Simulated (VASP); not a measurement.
Crystal: K2S.

```
K S
1.0
     0.00000    3.70271    3.70271
     3.70271    0.00000    3.70271
     3.70271    3.70271    0.00000
K S
2 1
Direct
  0.75000 0.75000 0.75000
  0.25000 0.25000 0.25000
  0.00000 0.00000 0.00000
```

Base run:

* Program: VASP 6.6.1
* Functional: PBE0
* Potentials or basis: VASP PAW PBE potentials, release 64 (K_sv, S)
* Cutoff: 400 eV
* k mesh: 4 × 4 × 4
* Occupations: gaussian, width 0.01 eV
* Spin: no spin polarisation

Its results: band gap on the k mesh 4.02 eV (least direct gap 4.20 eV); pressure 0.1 GPa.

Question: The run is repeated on the same cell with these changes: functional from PBE0 to r2SCAN0; cutoff from 400 eV to 440 eV. What comes out?

Answer: Band gap on the k mesh 4.19 eV (least direct gap 4.37 eV); pressure -0.1 GPa.

Caveats: the PAW data sets were made with another functional, which shifts forces and pressure a little.

A k mesh can miss the band edges.
